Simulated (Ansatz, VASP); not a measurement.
TaN: VASP beside Ansatz

```
CELL_PARAMETERS angstrom
5.20163 0.00000 0.00000
-2.60081 4.50474 0.00000
0.00000 0.00000 2.90904
ATOMIC_POSITIONS crystal
Ta 0.33333 0.66667 0.50000
Ta 0.66667 0.33333 0.50000
Ta 0.00000 0.00000 0.00000
N 0.39233 0.00000 0.00000
N 0.60767 0.60767 0.00000
N 0.00000 0.39233 0.00000
```

Alike in both runs: functional r2SCAN; k mesh 6 × 6 × 9; occupations fermi-dirac, width 0.15 eV; no spin polarisation.

Ansatz relaxed the structure, and its values are those at the end. VASP's run is a single point on that final structure, the one shown.

|  | VASP | Ansatz |
| --- | --- | --- |
| version | VASP 6.6.1 | Ansatz 0.2.0 |
| potentials or method | VASP PAW PBE potentials, release 64 (Ta_pv, N) | plane waves, PAW |
| plane-wave cutoff (eV) | 520 | 500 |
| valence electrons in the cell | 48 | 54 |

Ansatz gave:

* pressure (GPa): 0.0

What did VASP give for the same quantities?

Pressure (GPa): 1.6.

VASP's potentials were made for PBE, not for r2SCAN. The functional is the same, so the differences come from potentials, cutoffs and numerics. VASP's potentials hold 48 valence electrons a cell and Ansatz's 54, so a difference there can come from the potentials and not from the codes.

Spin-orbit coupling is off throughout.
